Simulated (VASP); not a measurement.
# BAs (F-43m) in VASP: a series of runs

The runs below take BAs through single point, relaxation of cell and atoms, with r2SCAN.

All numbers are computed with VASP 6.6.1; they aren't measurements. Logs are shortened: lines on timing, memory, paths and dates and some standing lists are left out, and cuts for length are marked.

## (1) The cell of the first run

It takes space group F-43m (No. 216, cubic). Conventional cell: a = 4.784 Å, b = 4.784 Å, c = 4.784 Å, α = 90.00°, β = 90.00°, γ = 90.00°. B (site symmetry -43m) has 4 As at 2.07 Å within 2.7 Å. As (site symmetry -43m) has 4 B at 2.07 Å within 2.7 Å.

## (2) Single point, r2SCAN

POSCAR

```
BAs
1.0
    0.0000000000      2.3918032797      2.3918032797
    2.3918032797      0.0000000000      2.3918032797
    2.3918032797      2.3918032797      0.0000000000
B As
1 1
Direct
    0.2500000000      0.2500000000      0.2500000000
    0.0000000000      0.0000000000      0.0000000000
```

INCAR.step1

```
PREC = Accurate
ENCUT = 520
ISMEAR = 0
SIGMA = 0.02
LREAL = F
LASPH = T
NELM = 80
NBANDS = 11
GGA = PE
ALGO = Normal
EDIFF = 1E-4
LWAVE = T
LCHARG = F
```

INCAR.step2

```
PREC = Accurate
ENCUT = 520
EDIFF = 1E-6
ISMEAR = 0
SIGMA = 0.02
LREAL = F
LASPH = T
NELM = 80
ALGO = Normal
ISIF = 2
LWAVE = F
LCHARG = F
METAGGA = R2SCAN
LMIXTAU = T
NBANDS = 11
ISTART = 1
```

KPOINTS

```
regular mesh
0
Gamma
  10 10 10
```

Potentials or basis: VASP PAW PBE potentials, release 64 (B, As).

Started as:

```bash
$ cat potpaw_PBE.64/B/POTCAR potpaw_PBE.64/As/POTCAR > POTCAR
$ cp INCAR.step1 INCAR
$ mpirun -np 1 vasp_std > vasp.out
$ cp INCAR.step2 INCAR
$ mpirun -np 1 vasp_std > vasp.out
```

OUTCAR:

```text
PREC = Accurate
   ENCUT = 520
   EDIFF = 1E-6
   ISMEAR = 0
   LREAL = F
   LASPH = T
   NELM = 80
   ISIF = 2
   METAGGA = R2SCAN
   ISTART = 1

 ion  position               nearest neighbor table
   1  0.250  0.250  0.250-   2 2.07   2 2.07   2 2.07   2 2.07
   2  0.000  0.000  0.000-   1 2.07   1 2.07   1 2.07   1 2.07

  LATTYP: Found a face centered cubic cell.
 ALAT       =     4.7836065594

  Lattice vectors:

 A1 = (   0.0000000000,   2.3918032797,   2.3918032797)
 A2 = (   2.3918032797,   0.0000000000,   2.3918032797)
 A3 = (   2.3918032797,   2.3918032797,   0.0000000000)

Analysis of symmetry for initial positions (statically):
=====================================================================
 Subroutine PRICEL returns:
 Original cell was already a primitive cell.

 Routine SETGRP: Setting up the symmetry group for a
 face centered cubic supercell.

 Subroutine GETGRP returns: Found 24 space group operations
 (whereof 24 operations were pure point group operations)
 out of a pool of 48 trial point group operations.

The static configuration has the point symmetry T_d .

Analysis of symmetry for dynamics (positions and initial velocities):
=====================================================================
 Subroutine PRICEL returns:
 Original cell was already a primitive cell.

 Routine SETGRP: Setting up the symmetry group for a
 face centered cubic supercell.

 Subroutine GETGRP returns: Found 24 space group operations
 (whereof 24 operations were pure point group operations)
 out of a pool of 48 trial point group operations.

The dynamic configuration has the point symmetry T_d .

 Subroutine INISYM returns: Found 24 space group operations
 (whereof 24 operations are pure point group operations),
 and found     1 'primitive' translations

----------------------------------------------------------------------------------------

                                     Primitive cell

  volume of cell :      27.3657

  direct lattice vectors                    reciprocal lattice vectors
     0.000000000  2.391803280  2.391803280    -0.209047293  0.209047293  0.209047293
     2.391803280  0.000000000  2.391803280     0.209047293 -0.209047293  0.209047293
     2.391803280  2.391803280  0.000000000     0.209047293  0.209047293 -0.209047293

  length of vectors
     3.382520637  3.382520637  3.382520637     0.362080532  0.362080532  0.362080532

  position of ions in fractional coordinates (direct lattice)
     0.250000000  0.250000000  0.250000000
     0.000000000  0.000000000  0.000000000

  ion indices of the primitive-cell ions
   primitive index   ion index
                 1           1
                 2           2

----------------------------------------------------------------------------------------

 KPOINTS: regular mesh

Automatic generation of k-mesh.
 Grid dimensions read from file:
 generate k-points for:   10   10   10

 Generating k-lattice:

  Cartesian coordinates                     Fractional coordinates (reciprocal lattice)
    -0.020904729  0.020904729  0.020904729     0.100000000  0.000000000  0.000000000
     0.020904729 -0.020904729  0.020904729     0.000000000  0.100000000  0.000000000
     0.020904729  0.020904729 -0.020904729     0.000000000  0.000000000  0.100000000

  Length of vectors
     0.036208053  0.036208053  0.036208053

  Shift w.r.t. Gamma in fractional coordinates (k-lattice)
     0.000000000  0.000000000  0.000000000

 Subroutine IBZKPT returns following result:
 ===========================================

 Found     47 irreducible k-points:

 Following reciprocal coordinates:
            Coordinates               Weight
  0.000000  0.000000  0.000000      1.000000
  0.100000  0.000000  0.000000      8.000000
  0.200000  0.000000  0.000000      8.000000
  0.300000  0.000000  0.000000      8.000000
  0.400000  0.000000  0.000000      8.000000
  0.500000  0.000000  0.000000      4.000000
[... 16 lines left out ...]
  0.300000  0.300000  0.000000      6.000000
  0.400000  0.300000  0.000000     24.000000
 [... further k-points ...]
   k-points           NKPTS =     47   k-points in BZ     NKDIM =     47   number of bands    NBANDS=     11
   number of dos      NEDOS =    301   number of ions     NIONS =      2
   total plane-waves  NPLWV =  21952
   dimension x,y,z NGX =    28 NGY =   28 NGZ =   28
   dimension x,y,z NGXF=    56 NGYF=   56 NGZF=   56
   ions per type =               1   1
   NGX,Y,Z   is equivalent  to a cutoff of  13.76, 13.76, 13.76 a.u.
   NGXF,Y,Z  is equivalent  to a cutoff of  27.52, 27.52, 27.52 a.u.
 SYSTEM =  unknown system
   PREC   = accura    normal or accurate (medium, high low for compatibility)
   ISTART =      1    job   : 0-new  1-cont  2-samecut
   ICHARG =      0    charge: 1-file 2-atom 10-const
   ISPIN  =      1    spin polarized calculation?
   LNONCOLLINEAR =      F non collinear calculations
   LSORBIT =      F    spin-orbit coupling
   LASPH  =      T    aspherical Exc in radial PAW
   ENCUT  =  520.0 eV  38.22 Ry    6.18 a.u.   6.29  6.29  6.29*2*pi/ulx,y,z
   NELM   =     80;   NELMIN=  2; NELMDL=  0     # of ELM steps
   EDIFF  = 0.1E-05   stopping-criterion for ELM
   LREAL  =      F    real-space projection
   EDIFFG = 0.1E-04   stopping-criterion for IOM
   NSW    =      0    number of steps for IOM
   IBRION =     -1    ionic relax: 0-MD 1-quasi-New 2-CG
   NFREE  =      0    steps in history (QN), initial steepest desc. (CG)
   ISIF   =      2    stress and relaxation
   ISYM   =      2    0-nonsym 1-usesym 2-fastsym
   POTIM  = 0.5000    time-step for ionic-motion
   TEBEG  =    0.0;   TEEND  =   0.0 temperature during run
   PSTRESS=    0.0 pullay stress
   NELECT =       8.0000    total number of electrons
   NUPDOWN=      -1.0000    fix difference up-down
   EMIN   =  10.00;   EMAX   =-10.00  energy-range for DOS
   EFERMI =   0.00;   METHOD = LEGACY
   ISMEAR =     0;   SIGMA  =   0.02  broadening in eV -4-tet -1-fermi 0-gaus
   EFERMI_NEDOS =   21; number of points for ismear=-14 and -15
   IALGO  =     38    algorithm
   IMIX   =      4    mixing-type and parameters
     AMIX     =   0.40;   BMIX     =  1.00
     AMIX_MAG =   1.60;   BMIX_MAG =  1.00
  volume/ion in A,a.u.               =      13.68        92.34
  Fermi-wavevector in a.u.,A,eV,Ry     =   1.086516  2.053217 16.061903  1.180517
  Thomas-Fermi vector in A             =   2.222654
   LORBIT       =      0    0 simple, 1 ext, 2 COOP (PROOUT), +10 PAW based schemes
   METAGGA = R2SCAN    functional components
   LHFCALC =     F    Hartree Fock is set to
   AEXX    =    0.0000 exact exchange contribution
   IVDW    =     0    specifies the selected vdW correction
   LEPSILON=     F    determine dielectric tensor
   LRPA    =     F    only Hartree local field effects (RPA)
 non-spin polarized calculation
 Gauss-broadening in eV      SIGMA  =   0.02
  energy-cutoff  :      520.00
  volume of cell :       27.37
 maximum number of plane-waves:       754
 NGX is ok and might be reduce to    28
   NGX = 13   NGY = 13   NGZ = 13

 number of electron       8.0000000 magnetization

 Free energy of the ion-electron system (eV)
  ---------------------------------------------------
  ext. energy  EPLUGINS =         0.00000000
  ---------------------------------------------------
  free energy    TOTEN  =       -22.25610296 eV

  energy without entropy =      -22.25610296  energy(sigma->0) =      -22.25610296

 E-fermi :   6.0868     XC(G=0): -11.1145

 val. band max:        5.9774524197   @ k =   0.0000   0.0000   0.0000
 cond. band min:       7.3520474986   @ k =   0.4000   0.4000   0.0000
 fundamental gap:      1.3745950788
 Fermi energy:         6.0867790051

 k-point     1 :       0.0000    0.0000    0.0000
  band No.  band energies     occupation
      1     -10.1415      2.00000
      2       5.9775      2.00000
      3       5.9775      2.00000
      4       5.9775      2.00000
      5       9.4182      0.00000
      6       9.4182      0.00000
      7       9.4182      0.00000
      8      11.0743      0.00000
      9      16.3337      0.00000
     10      19.4019      0.00000
     11      19.4019      0.00000

 k-point     2 :       0.1000    0.0000    0.0000
  band No.  band energies     occupation
      1      -9.9696      2.00000
      2       4.5103      2.00000
      3       5.6572      2.00000
      4       5.6572      2.00000
      5       9.6435      0.00000
      6       9.8405      0.00000
      7       9.8405      0.00000
      8      11.9597      0.00000
      9      16.9857      0.00000
     10      18.3887      0.00000
     11      18.3887      0.00000

 k-point     3 :       0.2000    0.0000    0.0000
  band No.  band energies     occupation
      1      -9.4627      2.00000
      2       2.0316      2.00000
      3       5.0481      2.00000
      4       5.0481      2.00000
      5       9.4577      0.00000
      6      10.6037      0.00000
      7      10.6037      0.00000
      8      13.7029      0.00000
      9      17.6652      0.00000
     10      17.6652      0.00000
     11      17.9822      0.00000

 k-point     4 :       0.3000    0.0000    0.0000
  band No.  band energies     occupation
      1      -8.6586      2.00000
      2      -0.3675      2.00000
      3       4.5097      2.00000
      4       4.5097      2.00000
      5       9.1821      0.00000
      6      11.0355      0.00000
      7      11.0355      0.00000
      8      15.0917      0.00000
      9      18.0729      0.00000
     10      18.1515      0.00000
     11      18.1515      0.00000
[... 239 lines left out ...]
 k-point    22 :      -0.2000    0.2000    0.0000
  band No.  band energies     occupation
      1      -8.3818      2.00000
      2       0.2213      2.00000
      3       1.7219      2.00000
      4       4.6049      2.00000
      5      10.2212      0.00000
      6      11.3736      0.00000
      7      12.3658      0.00000
      8      13.5150      0.00000
      9      16.3476      0.00000
     10      19.3741      0.00000
     11      21.0437      0.00000

 k-point    23 :       0.3000    0.3000    0.0000
  band No.  band energies     occupation
      1      -8.1321      2.00000
      2       0.4745      2.00000
      3       2.6200      2.00000
      4       2.6200      2.00000
      5       7.5678      0.00000
      6       9.9630      0.00000
      7      14.9405      0.00000
      8      14.9405      0.00000
      9      17.7396      0.00000
     10      21.6636      0.00000
     11      21.9470      0.00000

 k-point    24 :       0.4000    0.3000    0.0000
  band No.  band energies     occupation
      1      -7.3653      2.00000
      2      -0.8411      2.00000
      3       1.8111      2.00000
      4       2.3079      2.00000
      5       7.8859      0.00000
      6       9.6861      0.00000
      7      15.3630      0.00000
      8      15.5949      0.00000
      9      18.8940      0.00000
     10      22.5342      0.00000
     11      22.6973      0.00000

 [... further k-points ...]
[... 5 lines left out ...]
  --------------------------------------------------------------------------------------
  -------------------------------------------------------------------------------------
  Total        0.0455143      0.0455143      0.0455143     -0.0000000      0.0000000      0.0000000
  in kB        2.6647207      2.6647207      2.6647207     -0.0000000      0.0000000      0.0000000
  external PRESSURE =       2.6647207 kB  Pullay stress =       0.0000000 kB

 VOLUME and BASIS-vectors are now :
 -----------------------------------------------------------------------------
  energy-cutoff  :      520.00
  volume of cell :       27.37
      direct lattice vectors                 reciprocal lattice vectors
     0.000000000  2.391803280  2.391803280    -0.209047293  0.209047293  0.209047293
     2.391803280  0.000000000  2.391803280     0.209047293 -0.209047293  0.209047293
     2.391803280  2.391803280  0.000000000     0.209047293  0.209047293 -0.209047293

 POSITION                                       TOTAL-FORCE (eV/Angst)
 -----------------------------------------------------------------------------------
      1.19590      1.19590      1.19590         0.000000      0.000000      0.000000
      0.00000      0.00000      0.00000        -0.000000     -0.000000     -0.000000
 -----------------------------------------------------------------------------------
    total drift:                                0.000000      0.000000      0.000000

  FREE ENERGIE OF THE ION-ELECTRON SYSTEM (eV)
  ---------------------------------------------------
  free  energy   TOTEN  =       -22.2561029561 eV

  energy  without entropy=      -22.2561029561  energy(sigma->0) =      -22.25610296
```

Run time: 31 s. Hardware: 1 thread of Intel Xeon 6975P-C (Granite Rapids), shared host; peak memory 0.16 GiB.

What came out:

```
Free energy            : -22.2561 eV
Pressure               : 0.3 GPa
Band gap on the k mesh : 1.37 eV, indirect (least direct gap 3.44 eV)
```

Caveat: the PAW data sets were made with another functional, which shifts forces and pressure a little. A k mesh can miss the band edges.

## (3) Relaxation of cell and atoms, r2SCAN

This run uses another cell than the first one, of 13.99 Å³/atom, 1.023 times its volume.

POSCAR

```
BAs
1.0
    0.0000000000      2.4096270000      2.4096270000
    2.4096270000      0.0000000000      2.4096270000
    2.4096270000      2.4096270000      0.0000000000
B As
1 1
Direct
    0.2500000000      0.2500000000      0.2500000000
    0.0000000000      0.0000000000      0.0000000000
```

INCAR.step1

```
SYSTEM = BAs
ALGO = Normal ; EDIFF = 1E-4
ENCUT = 600 ; GGA = PE
ISMEAR = 0 ; LASPH = .True.
LCHARG = .False. ; LREAL = .False.
LWAVE = .True. ; NELM = 100
PREC = Accurate ; SIGMA = 0.02
```

INCAR.step2

```
SYSTEM = BAs
ALGO = Normal ; EDIFF = 1E-6
EDIFFG = -0.01 ; ENCUT = 600
IBRION = 2 ; ISIF = 3
ISMEAR = 0 ; ISTART = 1
LASPH = .True. ; LCHARG = .False.
LMIXTAU = .True. ; LREAL = .False.
LWAVE = .False. ; METAGGA = R2SCAN
NELM = 100 ; NSW = 100
PREC = Accurate ; SIGMA = 0.02
```

KPOINTS

```
k-points
0
Gamma
  10 10 10
  0 0 0
```

Potentials or basis: VASP PAW PBE potentials, release 64 (B, As).

Started as:

```bash
$ cat potpaw_PBE.64/B/POTCAR potpaw_PBE.64/As/POTCAR > POTCAR
$ cp INCAR.step1 INCAR
$ mpirun -np 1 vasp_std > vasp.out
$ cp INCAR.step2 INCAR
$ mpirun -np 1 vasp_std > vasp.out
```

Run time: 58 s. Hardware: 1 thread of Intel Xeon 6975P-C (Granite Rapids), shared host; peak memory 0.18 GiB.

The run converged. Its results:

```
Free energy                            : -22.2577 eV
Relaxed volume                         : 13.71 Å³/atom
Relaxed cell                           : a = 3.384 Å, b = 3.384 Å, c = 3.384 Å, α = 60.00°, β = 60.00°, γ = 60.00°
Space group after relaxing (to 0.05 Å) : F-43m (No. 216)
Energy gained by relaxing              : 2.5 meV/atom
Ionic steps                            : 3
Pressure after relaxing                : 0.0 GPa
Band gap on the k mesh                 : 1.38 eV, indirect (least direct gap 3.44 eV)
```

The path:
| step | energy change (eV) | largest force (eV/Å) | pressure (GPa) | volume (Å³) |
| --- | --- | --- | --- | --- |
| 1 | 0.0000 | 0.0000 | -2.79 | 27.98 |
| 2 | -0.0023 | 0.0000 | 2.21 | 27.01 |
| 3 | -0.0051 | 0.0000 | 0.01 | 27.41 |

Final structure:
```yaml
crystal:
  lattice:
    - [0.00000, 2.39320, 2.39320]
    - [2.39320, 0.00000, 2.39320]
    - [2.39320, 2.39320, 0.00000]
  atoms:
    - { symbol: B, position: [0.25000, 0.25000, 0.25000] }
    - { symbol: As, position: [0.00000, 0.00000, 0.00000] }
```

Levels at points of the mesh, in eV from the valence-band top:
```csv
k point,band 1,band 2,band 3,band 4,band 5,band 6,band 7,band 8
"(0.00, 0.00, 0.00)",-16.10,0.00,0.00,0.00,3.44,3.44,3.44,5.07
"(0.50, 0.00, 0.00)",-13.10,-9.20,-1.93,-1.93,2.94,5.05,5.05,9.56
"(0.50, 0.50, 0.00)",-11.67,-9.03,-4.28,-4.28,1.62,1.70,12.10,12.10
```

Caveat: the PAW data sets were made with another functional, which shifts forces and pressure a little. A k mesh can miss the band edges.

(Continued in part 2 of 2.)
